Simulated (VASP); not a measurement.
A run of VASP 6.6.1 is set up as follows.

File INCAR:

```
ALGO     = Normal         # electronic algorithm
EDIFF    = 1E-6           # SCF threshold, eV
EDIFFG   = -0.04          # ionic threshold
ENCUT    = 600            # plane-wave cutoff, eV
GGA      = PE             # functional
IBRION   = 2              # ionic algorithm
ISIF     = 3              # what is computed and relaxed
ISMEAR   = 0              # smearing method
LASPH    = T              # aspherical terms in the spheres
LCHARG   = F              # write CHGCAR
LREAL    = F              # projectors in reciprocal space
LWAVE    = F              # write WAVECAR
NELM     = 100            # most SCF steps
NSW      = 90             # ionic steps
PREC     = Accurate       # precision mode
SIGMA    = 0.1            # smearing width, eV
```

File KPOINTS:

```
k-points
0
Gamma
  6 6 6
```

POSCAR

```
MgCdO
1.0
    3.7791498900      0.0000000000      0.0000000000
   -1.8895749400      3.2728398100      0.0000000000
    0.0000000000      0.0000000000      3.7004855400
Mg Cd O
1 1 1
Direct
    0.0000000000      0.0000000000      0.5000000000
    0.3333333300      0.6666666700      0.0000000000
    0.6666666700      0.3333333300      0.0000000000
```

Potentials or basis: VASP PAW PBE potentials, release 64 (Mg, Cd, O).

Command:

```bash
$ cat potpaw_PBE.64/Mg/POTCAR potpaw_PBE.64/Cd/POTCAR potpaw_PBE.64/O/POTCAR > POTCAR
$ mpirun -np 1 vasp_std > vasp.out
```

Question: Estimate the relaxed volume.

Answer: 17.03 Å³/atom.

Question: Predict the space group after relaxing (to 0.05 Å).

Answer: P-6m2 (No. 187).

Stress tensor (GPa, compression positive):
```
-0.04  0.00  0.00
 0.00 -0.04  0.00
 0.00  0.00  0.33
```
